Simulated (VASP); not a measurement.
A run of VASP 6.6.1 is set up as follows.

The input INCAR:

```
SYSTEM = SbTe2O3
ALGO = Normal
EDIFF = 1E-7
ENCUT = 520
GGA = PE
ISIF = 2
ISMEAR = 0
LASPH = .TRUE.
LCHARG = .TRUE.
LELF = .TRUE.
LREAL = .FALSE.
LVHAR = .TRUE.
LWAVE = .FALSE.
NBANDS = 26
NELM = 60
PREC = Accurate
SIGMA = 0.1
```

KPOINTS

```
k-points
0
G
  6 6 4
  0 0 0
```

The input POSCAR:

```
SbTe2O3
1.0
    4.4683338900      0.0000000000      0.0000000000
   -2.2341669500      3.8696906600      0.0000000000
    0.0000000000      0.0000000000      7.3775660100
Sb Te O
1 2 3
Direct
    0.0000000000      0.0000000000      0.5000000000
    0.0000000000      0.0000000000      0.7923748900
    0.0000000000      0.0000000000      0.2076251100
    0.3333333300      0.6666666700      0.0000000000
    0.6666666700      0.3333333300      0.0000000000
    0.0000000000      0.0000000000      0.0000000000
```

Potentials or basis: VASP PAW PBE potentials, release 64 (Sb, Te, O).

Command:

```sh
$ cat potpaw_PBE.64/Sb/POTCAR potpaw_PBE.64/Te/POTCAR potpaw_PBE.64/O/POTCAR > POTCAR
$ mpirun -np 1 vasp_std > vasp.out
```

Estimate the largest force.

10.253 eV/Å.

Estimate the band gap on the k mesh.

zero (an odd number of electrons rules out a gap without spin polarisation).

Estimate the pressure.

58.4 GPa.

Forces on the atoms (eV/Å):
```
Sb    0.000   0.000   0.000
Te    0.000   0.000 -10.253
Te    0.000   0.000  10.253
O     0.000   0.000   0.000
O     0.000   0.000   0.000
O     0.000   0.000   0.000
```

Caveat: the cell stands under pressure; spin-orbit coupling is left out, which moves the levels of the heavy elements; an odd number of electrons without spin polarisation forces a metal; a magnetic or distorted state may lie lower.
